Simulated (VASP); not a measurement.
# La2Zr2O (P-3m1) in VASP: single point with PBE

Aim: the single point of La2Zr2O with PBE.

Everything below comes from runs of VASP 6.6.1. Logs are shortened: lines on timing, memory, paths and dates and some standing lists are left out, and cuts for length are marked.

## 1. The cell of the first run

The structure is trigonal, space group P-3m1 (No. 164). Conventional cell: a = 3.422 Å, b = 3.422 Å, c = 11.621 Å, α = 90.00°, β = 90.00°, γ = 120.00°. La (site symmetry 3m) has 9 La at 3.42 to 3.90 Å and 3 Zr at 3.52 Å and 3 O at 4.58 Å within 4.6 Å. Within 3.2 Å of Zr (site symmetry 3m) lie 3 O at 2.32 Å and 3 Zr at 3.13 Å. Within 3.1 Å of O (site symmetry -3m) lie 6 Zr at 2.32 Å.

The cell was built from a structure type or drawn by symmetry, and may not be a known phase.

## 2. Single point, PBE

Contents of INCAR:

```
  PREC = Accurate
  ENCUT = 520
  EDIFF = 1E-7
  ISMEAR = 0
  SIGMA = 0.1
  LREAL = False
  LASPH = True
  NELM = 100
  ALGO = Normal
  ISIF = 2
  LWAVE = False
  LCHARG = False
  GGA = PE
  NBANDS = 34
```

Contents of KPOINTS:

```
Automatic mesh
0
Gamma
  6 6 4
```

Contents of POSCAR:

```
La2Zr2O
1.0
    3.4223746595      0.0000000023      0.0000000000
   -1.7111873317      2.9638633953      0.0000000000
    0.0000000000      0.0000000000     11.6211684052
La Zr O
2 2 1
Direct
    0.6666666667      0.3333333333      0.6444316745
    0.3333333333      0.6666666667      0.3555683255
    0.6666666667      0.3333333333      0.1046217440
    0.3333333333      0.6666666667      0.8953782560
    0.0000000000      0.0000000000      0.0000000000
```

Potentials or basis: VASP PAW PBE potentials, release 64 (La, Zr_sv, O).

Command:

```console
cat potpaw_PBE.64/La/POTCAR potpaw_PBE.64/Zr_sv/POTCAR potpaw_PBE.64/O/POTCAR > POTCAR
mpirun -np 1 vasp_std > vasp.out
```

OUTCAR:

```text
PREC = Accurate
   ENCUT = 520
   EDIFF = 1E-7
   ISMEAR = 0
   LREAL = False
   LASPH = True
   NELM = 100
   ISIF = 2
   GGA = PE

 ion  position               nearest neighbor table
   1  0.667  0.333  0.644-   4 3.52   4 3.52   4 3.52
   2  0.333  0.667  0.356-   3 3.52   3 3.52   3 3.52
   3  0.667  0.333  0.105-   5 2.32   5 2.32   5 2.32   4 3.13   4 3.13   4 3.13   2 3.52   2 3.52
                             2 3.52
   4  0.333  0.667  0.895-   5 2.32   5 2.32   5 2.32   3 3.13   3 3.13   3 3.13   1 3.52   1 3.52
                             1 3.52
   5  0.000  0.000  0.000-   3 2.32   4 2.32   3 2.32   4 2.32   3 2.32   4 2.32

  LATTYP: Found a hexagonal cell.
 ALAT       =     3.4223746595
 C/A-ratio  =     3.3956447091

  Lattice vectors:

 A1 = (   3.4223746595,   0.0000000023,   0.0000000000)
 A2 = (  -1.7111873317,   2.9638633953,   0.0000000000)
 A3 = (   0.0000000000,   0.0000000000,  11.6211684052)

Analysis of symmetry for initial positions (statically):
=====================================================================
 Subroutine PRICEL returns:
 Original cell was already a primitive cell.

 Routine SETGRP: Setting up the symmetry group for a
 hexagonal supercell.

 Subroutine GETGRP returns: Found 12 space group operations
 (whereof 12 operations were pure point group operations)
 out of a pool of 24 trial point group operations.

The static configuration has the point symmetry D_3d.

Analysis of symmetry for dynamics (positions and initial velocities):
=====================================================================
 Subroutine PRICEL returns:
 Original cell was already a primitive cell.

 Routine SETGRP: Setting up the symmetry group for a
 hexagonal supercell.

 Subroutine GETGRP returns: Found 12 space group operations
 (whereof 12 operations were pure point group operations)
 out of a pool of 24 trial point group operations.

The dynamic configuration has the point symmetry D_3d.

 Subroutine INISYM returns: Found 12 space group operations
 (whereof 12 operations are pure point group operations),
 and found     1 'primitive' translations

----------------------------------------------------------------------------------------

                                     Primitive cell

  volume of cell :     117.8788

  direct lattice vectors                    reciprocal lattice vectors
     3.422374659  0.000000002  0.000000000     0.292194777  0.168698733  0.000000000
    -1.711187332  2.963863395  0.000000000    -0.000000000  0.337397466  0.000000000
[... 93 lines left out ...]
   NSW    =      0    number of steps for IOM
   IBRION =     -1    ionic relax: 0-MD 1-quasi-New 2-CG
   NFREE  =      0    steps in history (QN), initial steepest desc. (CG)
   ISIF   =      2    stress and relaxation
   ISYM   =      2    0-nonsym 1-usesym 2-fastsym
   POTIM  = 0.5000    time-step for ionic-motion
   TEBEG  =    0.0;   TEEND  =   0.0 temperature during run
   PSTRESS=    0.0 pullay stress
   NELECT =      52.0000    total number of electrons
   NUPDOWN=      -1.0000    fix difference up-down
   EMIN   =  10.00;   EMAX   =-10.00  energy-range for DOS
   EFERMI =   0.00;   METHOD = LEGACY
   ISMEAR =     0;   SIGMA  =   0.10  broadening in eV -4-tet -1-fermi 0-gaus
   EFERMI_NEDOS =   21; number of points for ismear=-14 and -15
   IALGO  =     38    algorithm
   IMIX   =      4    mixing-type and parameters
     AMIX     =   0.40;   BMIX     =  1.00
     AMIX_MAG =   1.60;   BMIX_MAG =  1.00
  volume/ion in A,a.u.               =      23.58       159.10
  Fermi-wavevector in a.u.,A,eV,Ry     =   1.246228  2.355029 21.130987  1.553084
  Thomas-Fermi vector in A             =   2.380415
   LORBIT       =      0    0 simple, 1 ext, 2 COOP (PROOUT), +10 PAW based schemes
   GGA     = PE    functional components
   LHFCALC =     F    Hartree Fock is set to
   AEXX    =    0.0000 exact exchange contribution
   IVDW    =     0    specifies the selected vdW correction
   LEPSILON=     F    determine dielectric tensor
   LRPA    =     F    only Hartree local field effects (RPA)
 non-spin polarized calculation
 Gauss-broadening in eV      SIGMA  =   0.10
  energy-cutoff  :      520.00
  volume of cell :      117.88
 maximum number of plane-waves:      3211
 NGX is ok and might be reduce to    28
   NGX = 13   NGY = 13   NGZ = 43

 number of electron      52.0000000 magnetization

 Free energy of the ion-electron system (eV)
  ---------------------------------------------------
  ext. energy  EPLUGINS =         0.00000000
  ---------------------------------------------------
  free energy    TOTEN  =       -36.08321701 eV

  energy without entropy =      -36.05021642  energy(sigma->0) =      -36.06671671

 E-fermi :   9.0879     XC(G=0): -10.6099

 val. band max:        9.0804917358   @ k =   0.1667   0.1667   0.5000
 cond. band min:       9.0908120473   @ k =   0.1667  -0.0000   0.0000
 fundamental gap:      0.0103203115
 Fermi energy:         9.0878762744

 k-point     1 :       0.0000    0.0000    0.0000
  band No.  band energies     occupation
      1     -40.4098      2.00000
      2     -40.3070      2.00000
      3     -23.4718      2.00000
      4     -23.4069      2.00000
      5     -18.8895      2.00000
      6     -18.2196      2.00000
[... 877 lines left out ...]
     33      11.0232      0.00000
     34      11.1167      0.00000

------------------------ aborting loop because EDIFF is reached ----------------------------------------

  FORCE on cell =-STRESS in cart. coord.  units (eV):
  Direction    XX          YY          ZZ          XY          YZ          ZX
  --------------------------------------------------------------------------------------
  -------------------------------------------------------------------------------------
  Total        0.0848568      0.0848568      0.2139246      0.0000000      0.0000000      0.0000000
  in kB        1.1533515      1.1533515      2.9076081      0.0000000      0.0000000      0.0000000
  external PRESSURE =       1.7381037 kB  Pullay stress =       0.0000000 kB

 VOLUME and BASIS-vectors are now :
 -----------------------------------------------------------------------------
  energy-cutoff  :      520.00
  volume of cell :      117.88
      direct lattice vectors                 reciprocal lattice vectors
     3.422374659  0.000000002  0.000000000     0.292194777  0.168698733  0.000000000
    -1.711187332  2.963863395  0.000000000    -0.000000000  0.337397466  0.000000000
     0.000000000  0.000000000 11.621168405     0.000000000  0.000000000  0.086049867

 POSITION                                       TOTAL-FORCE (eV/Angst)
 -----------------------------------------------------------------------------------
      1.71119      0.98795      7.48905        -0.000000      0.000000     -0.008751
     -0.00000      1.97591      4.13212         0.000000     -0.000000      0.008751
      1.71119      0.98795      1.21583        -0.000000      0.000000     -0.011208
     -0.00000      1.97591     10.40534         0.000000     -0.000000      0.011208
      0.00000      0.00000      0.00000        -0.000000     -0.000000      0.000000
 -----------------------------------------------------------------------------------
    total drift:                               -0.000000      0.000000      0.000000

  FREE ENERGIE OF THE ION-ELECTRON SYSTEM (eV)
  ---------------------------------------------------
  free  energy   TOTEN  =       -36.0832170108 eV

  energy  without entropy=      -36.0502164165  energy(sigma->0) =      -36.06671671
```

It took 6 min on 1 thread of Intel Xeon 8259CL, shared host; peak memory 0.31 GiB.

What came out:

```yaml
Free_energy: -36.0832 eV
Pressure: 0.2 GPa
Largest_force: 0.011 eV/Å
Band_gap_on_the_k_mesh: zero (bands 26 and 27 overlap by 0.46 eV)
```

Forces in eV/Å, atoms in the order of the input:
```
La   0.000  0.000 -0.009
La   0.000  0.000  0.009
Zr   0.000  0.000 -0.011
Zr   0.000  0.000  0.011
O    0.000  0.000  0.000
```

Caveat: spin-orbit coupling is left out, which moves the levels of the heavy elements.
